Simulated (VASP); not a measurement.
# BeS (F-43m) in VASP: further runs

BeS is run at these levels: r2SCAN+rVV10; tasks: single point, relaxation of cell and atoms.

All numbers are computed with VASP 6.6.1; they aren't measurements. Logs are shortened: lines on timing, memory, paths and dates and some standing lists are left out, and cuts for length are marked.

## 1. The cell of the first run

It takes space group F-43m (No. 216, cubic). The conventional cell has a = 4.858 Å, b = 4.858 Å, c = 4.858 Å, α = 90.00°, β = 90.00°, γ = 90.00°. Within 2.8 Å of Be (site symmetry -43m) lie 4 S at 2.10 Å. Within 2.8 Å of S (site symmetry -43m) lie 4 Be at 2.10 Å.

## 2. Single point, r2SCAN+rVV10

The input, POSCAR:

```
BeS
1.0
    0.0000000000      2.4290354672      2.4290354672
    2.4290354672      0.0000000000      2.4290354672
    2.4290354672      2.4290354672      0.0000000000
Be S
1 1
Direct
    0.0000000000      0.0000000000      0.0000000000
    0.2500000000      0.2500000000      0.2500000000
```

The input, INCAR.step1:

```
SYSTEM = BeS
ALGO = Normal ; EDIFF = 1E-4
ENCUT = 520 ; GGA = PE
ISMEAR = -1 ; LASPH = .TRUE.
LCHARG = .FALSE. ; LREAL = .FALSE.
LWAVE = .TRUE. ; NBANDS = 11
NELM = 100 ; PREC = Accurate
SIGMA = 0.03
```

The input, INCAR.step2:

```
SYSTEM = BeS
ALGO = Normal ; BPARAM = 11.95
CPARAM = 0.0093 ; EDIFF = 1E-7
ENCUT = 520 ; ISIF = 2
ISMEAR = -1 ; ISTART = 1
IVDW_NL = 2 ; LASPH = .TRUE.
LCHARG = .TRUE. ; LELF = .TRUE.
LMIXTAU = .TRUE. ; LREAL = .FALSE.
LUSE_VDW = .TRUE. ; LVHAR = .TRUE.
LWAVE = .FALSE. ; METAGGA = R2SCAN
NBANDS = 11 ; NELM = 100
PREC = Accurate ; SIGMA = 0.03
```

The input, KPOINTS:

```
k-points
0
G
  8 8 8
  0 0 0
```

Potentials or basis: VASP PAW PBE potentials, release 64 (Be, S).

Launch:

```console
$ cat potpaw_PBE.64/Be/POTCAR potpaw_PBE.64/S/POTCAR > POTCAR
$ cp INCAR.step1 INCAR
$ mpirun -np 1 vasp_std > vasp.out
$ cp INCAR.step2 INCAR
$ mpirun -np 1 vasp_std > vasp.out
```

OUTCAR:

```text
SYSTEM = BeS
   BPARAM = 11.95
   EDIFF = 1E-7
   ENCUT = 520
   ISIF = 2
   ISMEAR = -1
   ISTART = 1
   IVDW_NL = 2
   LASPH = .TRUE.
   LREAL = .FALSE.
   METAGGA = R2SCAN
   NELM = 100
   PREC = Accurate

 ion  position               nearest neighbor table
   1  0.000  0.000  0.000-   2 2.10   2 2.10   2 2.10   2 2.10
   2  0.250  0.250  0.250-   1 2.10   1 2.10   1 2.10   1 2.10

  LATTYP: Found a face centered cubic cell.
 ALAT       =     4.8580709344

  Lattice vectors:

 A1 = (   0.0000000000,   2.4290354672,   2.4290354672)
 A2 = (   2.4290354672,   0.0000000000,   2.4290354672)
 A3 = (   2.4290354672,   2.4290354672,   0.0000000000)

Analysis of symmetry for initial positions (statically):
=====================================================================
 Subroutine PRICEL returns:
 Original cell was already a primitive cell.

 Routine SETGRP: Setting up the symmetry group for a
 face centered cubic supercell.

 Subroutine GETGRP returns: Found 24 space group operations
 (whereof 24 operations were pure point group operations)
 out of a pool of 48 trial point group operations.

The static configuration has the point symmetry T_d .

Analysis of symmetry for dynamics (positions and initial velocities):
=====================================================================
 Subroutine PRICEL returns:
 Original cell was already a primitive cell.

 Routine SETGRP: Setting up the symmetry group for a
 face centered cubic supercell.

 Subroutine GETGRP returns: Found 24 space group operations
 (whereof 24 operations were pure point group operations)
 out of a pool of 48 trial point group operations.

The dynamic configuration has the point symmetry T_d .

 Subroutine INISYM returns: Found 24 space group operations
 (whereof 24 operations are pure point group operations),
 and found     1 'primitive' translations

----------------------------------------------------------------------------------------

                                     Primitive cell

  volume of cell :      28.6637

  direct lattice vectors                    reciprocal lattice vectors
     0.000000000  2.429035467  2.429035467    -0.205843022  0.205843022  0.205843022
     2.429035467  0.000000000  2.429035467     0.205843022 -0.205843022  0.205843022
     2.429035467  2.429035467  0.000000000     0.205843022  0.205843022 -0.205843022

  length of vectors
     3.435174901  3.435174901  3.435174901     0.356530572  0.356530572  0.356530572

  position of ions in fractional coordinates (direct lattice)
[... 89 lines left out ...]
   PSTRESS=    0.0 pullay stress
   NELECT =       8.0000    total number of electrons
   NUPDOWN=      -1.0000    fix difference up-down
   EMIN   =  10.00;   EMAX   =-10.00  energy-range for DOS
   EFERMI =   0.00;   METHOD = LEGACY
   ISMEAR =    -1;   SIGMA  =   0.03  broadening in eV -4-tet -1-fermi 0-gaus
   EFERMI_NEDOS =   21; number of points for ismear=-14 and -15
   IALGO  =     38    algorithm
   IMIX   =      4    mixing-type and parameters
     AMIX     =   0.40;   BMIX     =  1.00
     AMIX_MAG =   1.60;   BMIX_MAG =  1.00
  volume/ion in A,a.u.               =      14.33        96.72
  Fermi-wavevector in a.u.,A,eV,Ry     =   1.069862  2.021745 15.573284  1.144604
  Thomas-Fermi vector in A             =   2.205554
   LORBIT       =      0    0 simple, 1 ext, 2 COOP (PROOUT), +10 PAW based schemes
   METAGGA = R2SCAN    functional components
   LHFCALC =     F    Hartree Fock is set to
   AEXX    =    0.0000 exact exchange contribution
   IVDW_NL    =     2    kernel type
   BPARAM     =11.9500
   IVDW    =     0    specifies the selected vdW correction
   LEPSILON=     F    determine dielectric tensor
   LRPA    =     F    only Hartree local field effects (RPA)
 non-spin polarized calculation
  energy-cutoff  :      520.00
  volume of cell :       28.66
 maximum number of plane-waves:       784
 NGX is ok and might be reduce to    28
   NGX = 13   NGY = 13   NGZ = 13

 number of electron       7.9999999 magnetization

 Free energy of the ion-electron system (eV)
  ---------------------------------------------------
  ext. energy  EPLUGINS =         0.00000000
  ---------------------------------------------------
  free energy    TOTEN  =       -14.66238860 eV

  energy without entropy =      -14.66238860  energy(sigma->0) =      -14.66238860

 E-fermi :   4.4991     XC(G=0): -10.2045

 val. band max:        3.9186582357   @ k =   0.0000   0.0000   0.0000
 cond. band min:       7.4458016440   @ k =   0.5000   0.5000   0.0000
 fundamental gap:      3.5271434083
 Fermi energy:         4.4991096383

 k-point     1 :       0.0000    0.0000    0.0000
  band No.  band energies     occupation
      1     -10.3540      2.00000
      2       3.9187      2.00000
      3       3.9187      2.00000
      4       3.9187      2.00000
      5      10.1638      0.00000
      6      10.1638      0.00000
      7      10.1638      0.00000
      8      10.5050      0.00000
      9      17.3220      0.00000
     10      17.3220      0.00000
     11      19.7189      0.00000
[... 309 lines left out ...]
 k-point    24 :      -0.3750    0.2500    0.1250
  band No.  band energies     occupation
      1      -8.3963      2.00000
      2      -1.4782      2.00000
      3       1.0774      2.00000
      4       2.0484      2.00000
      5      10.5189      0.00000
      6      11.0952      0.00000
      7      13.7590      0.00000
      8      15.1157      0.00000
      9      16.2057      0.00000
     10      20.1337      0.00000
     11      20.8673      0.00000

 [... further k-points ...]

------------------------ aborting loop because EDIFF is reached ----------------------------------------

  FORCE on cell =-STRESS in cart. coord.  units (eV):
  Direction    XX          YY          ZZ          XY          YZ          ZX
  --------------------------------------------------------------------------------------
  -------------------------------------------------------------------------------------
  Total        0.0614251      0.0614251      0.0614251      0.0000000     -0.0000000      0.0000000
  in kB        3.4334061      3.4334061      3.4334061      0.0000000     -0.0000000      0.0000000
  external PRESSURE =       3.4334061 kB  Pullay stress =       0.0000000 kB

 VOLUME and BASIS-vectors are now :
 -----------------------------------------------------------------------------
  energy-cutoff  :      520.00
  volume of cell :       28.66
      direct lattice vectors                 reciprocal lattice vectors
     0.000000000  2.429035467  2.429035467    -0.205843022  0.205843022  0.205843022
     2.429035467  0.000000000  2.429035467     0.205843022 -0.205843022  0.205843022
     2.429035467  2.429035467  0.000000000     0.205843022  0.205843022 -0.205843022

 POSITION                                       TOTAL-FORCE (eV/Angst)
 -----------------------------------------------------------------------------------
      0.00000      0.00000      0.00000         0.000000      0.000000      0.000000
      1.21452      1.21452      1.21452        -0.000000     -0.000000     -0.000000
 -----------------------------------------------------------------------------------
    total drift:                                0.000000      0.000000      0.000000

  FREE ENERGIE OF THE ION-ELECTRON SYSTEM (eV)
  ---------------------------------------------------
  free  energy   TOTEN  =       -14.6623886047 eV

  energy  without entropy=      -14.6623886047  energy(sigma->0) =      -14.66238860
```

OUTCAR.step1:

```text
SYSTEM = BeS
   EDIFF = 1E-4
   ENCUT = 520
   GGA = PE
   ISMEAR = -1
   LASPH = .TRUE.
   LREAL = .FALSE.
[... 556 lines left out ...]
      0.00000      0.00000      0.00000        -0.000000     -0.000000     -0.000000
      1.21452      1.21452      1.21452         0.000000      0.000000      0.000000
 -----------------------------------------------------------------------------------
    total drift:                               -0.000000     -0.000000     -0.000000

  FREE ENERGIE OF THE ION-ELECTRON SYSTEM (eV)
  ---------------------------------------------------
  free  energy   TOTEN  =       -10.0121447205 eV

  energy  without entropy=      -10.0121447205  energy(sigma->0) =      -10.01214472
```

OSZICAR.step1:

```text
N       E                     dE             d eps       ncg     rms          rms(c)
DAV:   1     0.198889268707E+02    0.19889E+02   -0.40679E+03   638   0.634E+02
DAV:   2    -0.899245836986E+01   -0.28881E+02   -0.28069E+02   823   0.116E+02
DAV:   3    -0.101776314356E+02   -0.11852E+01   -0.11826E+01   842   0.235E+01
DAV:   4    -0.101844814600E+02   -0.68500E-02   -0.68484E-02   783   0.200E+00
DAV:   5    -0.101845387845E+02   -0.57325E-04   -0.57323E-04   849   0.181E-01    0.563E+00
DAV:   6    -0.100508722813E+02    0.13367E+00   -0.11709E-01   748   0.163E+00    0.383E+00
DAV:   7    -0.100108369927E+02    0.40035E-01   -0.11651E-01   798   0.179E+00    0.999E-01
DAV:   8    -0.100120504003E+02   -0.12134E-02   -0.65324E-03   815   0.414E-01    0.145E-01
DAV:   9    -0.100121447205E+02   -0.94320E-04   -0.50610E-04   800   0.142E-01
   1 F= -.10012145E+02 E0= -.10012145E+02  d E =-.444435E-11
```

It took 2 min on 1 thread of Intel Xeon Platinum 8259CL at 2.50GHz (Skylake/Cascade Lake), shared host; peak memory 0.25 GiB.

What came out:

| Property | Result |
| --- | --- |
| Free energy | -14.6624 eV |
| Pressure | 0.3 GPa |
| Band gap on the k mesh | 3.53 eV, indirect (least direct gap 6.23 eV) |

Levels at points of the mesh, in eV from the valence-band top:
```tsv
k point	band 2	band 3	band 4	band 5	band 6	band 7
(0.00, 0.00, 0.00)	0.00	0.00	0.00	6.25	6.25	6.25
(0.50, 0.00, 0.00)	-5.95	-1.05	-1.05	6.05	7.12	7.12
(0.50, 0.50, 0.00)	-5.18	-2.70	-2.70	3.53	5.35	13.82
```

Caveat: the PAW data sets were made with another functional, which shifts forces and pressure a little.

## 3. Relaxation of cell and atoms, r2SCAN+rVV10

This run uses another cell than the first one, of 14.15 Å³/atom, 0.988 times its volume.

The input, POSCAR:

```
BeS
1.0
    0.0000000000      2.4190010147      2.4190010147
    2.4190010147      0.0000000000      2.4190010147
    2.4190010147      2.4190010147      0.0000000000
Be S
1 1
Direct
    0.0000000000      0.0000000000      0.0000000000
    0.2500000000      0.2500000000      0.2500000000
```

The input, INCAR.step1:

```
SYSTEM = BeS
  PREC = Accurate
  ENCUT = 600
  ISMEAR = -1
  SIGMA = 0.03
  LREAL = .FALSE.
  LASPH = .TRUE.
  NELM = 60
  GGA = PE
  ALGO = Normal
  EDIFF = 1E-4
  LWAVE = .TRUE.
  LCHARG = .FALSE.
```

The input, INCAR.step2:

```
SYSTEM = BeS
  PREC = Accurate
  ENCUT = 600
  EDIFF = 1E-6
  ISMEAR = -1
  SIGMA = 0.03
  LREAL = .FALSE.
  LASPH = .TRUE.
  NELM = 60
  ALGO = Normal
  ISIF = 3
  LWAVE = .FALSE.
  LCHARG = .FALSE.
  METAGGA = R2SCAN
  LMIXTAU = .TRUE.
  LUSE_VDW = .TRUE.
  IVDW_NL = 2
  BPARAM = 11.95
  CPARAM = 0.0093
  IBRION = 2
  NSW = 100
  EDIFFG = -0.01
  ISTART = 1
```

The input, KPOINTS:

```
Automatic mesh
0
G
  8 8 8
  0 0 0
```

Potentials or basis: VASP PAW PBE potentials, release 64 (Be, S).

Launch:

```console
$ cat potpaw_PBE.64/Be/POTCAR potpaw_PBE.64/S/POTCAR > POTCAR
$ cp INCAR.step1 INCAR
$ mpirun -np 1 vasp_std > vasp.out
$ cp INCAR.step2 INCAR
$ mpirun -np 1 vasp_std > vasp.out
```

Run time: 3.8 min. Hardware: 1 thread of Intel Xeon Platinum 8259CL at 2.50GHz (Skylake/Cascade Lake), shared host; peak memory 0.26 GiB.

It converged, with:

| Property | Result |
| --- | --- |
| Free energy | -14.6628 eV |
| Relaxed volume | 14.38 Å³/atom |
| Relaxed cell | a = 3.439 Å, b = 3.439 Å, c = 3.439 Å, α = 60.00°, β = 60.00°, γ = 60.00° |
| Space group after relaxing (to 0.05 Å) | F-43m (No. 216) |
| Energy gained by relaxing | 1.2 meV/atom |
| Ionic steps | 3 |
| Pressure after relaxing | 0.0 GPa |
| Band gap on the k mesh | 3.54 eV, indirect (least direct gap 6.23 eV) |

Step by step:
```
step  energy change (eV)  largest force (eV/Å)  pressure (GPa)  volume (Å³)
   1              0.0000                0.0000            1.64        28.31
   2             -0.0021                0.0000           -0.47        28.91
   3             -0.0023                0.0000            0.01        28.77
```

Final structure:
```yaml
crystal:
  lattice:
    - [0.00000, 2.43196, 2.43196]
    - [2.43196, 0.00000, 2.43196]
    - [2.43196, 2.43196, 0.00000]
  atoms:
    - { symbol: Be, position: [0.00000, 0.00000, 0.00000] }
    - { symbol: S, position: [0.25000, 0.25000, 0.25000] }
```

Levels at points of the mesh, in eV from the valence-band top:
| k point | band 1 | band 2 | band 3 | band 4 | band 5 | band 6 | band 7 | band 8 |
| --- | --- | --- | --- | --- | --- | --- | --- | --- |
| (0.00, 0.00, 0.00) | -14.25 | 0.00 | 0.00 | 0.00 | 6.25 | 6.25 | 6.25 | 6.55 |
| (0.50, 0.00, 0.00) | -12.59 | -5.92 | -1.05 | -1.05 | 6.04 | 7.12 | 7.12 | 11.94 |
| (0.50, 0.50, 0.00) | -12.02 | -5.16 | -2.69 | -2.69 | 3.54 | 5.36 | 13.79 | 13.79 |

Caveat: the PAW data sets were made with another functional, which shifts forces and pressure a little. r2SCAN opens gaps a little over a GGA but as a rule still falls short of measured ones.
